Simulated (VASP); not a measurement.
Wanted: the native input for a VASP 6.6.1 run.

```yaml
Task: single point
Functional: PBE
Potentials_or_basis: VASP PAW PBE potentials, release 64 (In_d, Ga_d, P)
Cutoff: 520 eV
k_mesh: 6 × 6 × 10
Occupations: gaussian, width 0.1 eV
Spin: no spin polarisation
Dipole_correction: no
Further_INCAR_settings: ALGO = Normal; EDIFF = 1e-06; NBANDS = 46
```

The structure of InGa3P4 lies in POSCAR:

```
InGa3P4
1.0
    3.7245052087     -5.2677473264      0.0000000000
    3.7245052087      5.2677473264      0.0000000000
    0.0000000000      0.0000000000      3.7105891657
In Ga P
1 3 4
Direct
    0.0000000000      0.0000000000      0.5000000000
    0.0000000000      0.5000000000      0.0000000000
    0.5000000000      0.5000000000      0.5000000000
    0.5000000000      0.0000000000      0.0000000000
    0.7342517250      0.7342517250      0.0000000000
    0.7428267712      0.2571732288      0.5000000000
    0.2571732288      0.7428267712      0.5000000000
    0.2657482750      0.2657482750      0.0000000000
```

One way to write it, as run:

INCAR

```
SYSTEM = InGa3P4
PREC = Accurate
ENCUT = 520
EDIFF = 1E-6
ISMEAR = 0
SIGMA = 0.1
LREAL = .FALSE.
LASPH = .TRUE.
NELM = 80
ALGO = Normal
ISIF = 2
LWAVE = .FALSE.
LCHARG = .FALSE.
GGA = PE
NBANDS = 46
```

KPOINTS

```
Automatic mesh
0
G
  6 6 10
  0 0 0
```

Potentials or basis: VASP PAW PBE potentials, release 64 (In_d, Ga_d, P).

Launch:

```console
$ cat potpaw_PBE.64/In_d/POTCAR potpaw_PBE.64/Ga_d/POTCAR potpaw_PBE.64/P/POTCAR > POTCAR
$ mpirun -np 1 vasp_std > vasp.out
```

Results of the run:

* Pressure: 0.0 GPa
* Largest force: 0.005 eV/Å
* Band gap on the k mesh: zero (bands 36 and 37 overlap by 1.33 eV)

Caveat: spin-orbit coupling is left out, which moves the levels of the heavy elements.

It took 4.7 min on 1 thread of AMD EPYC 9R45 96-Core Processor (Zen 5) (shared host), peak memory 0.5 GiB.
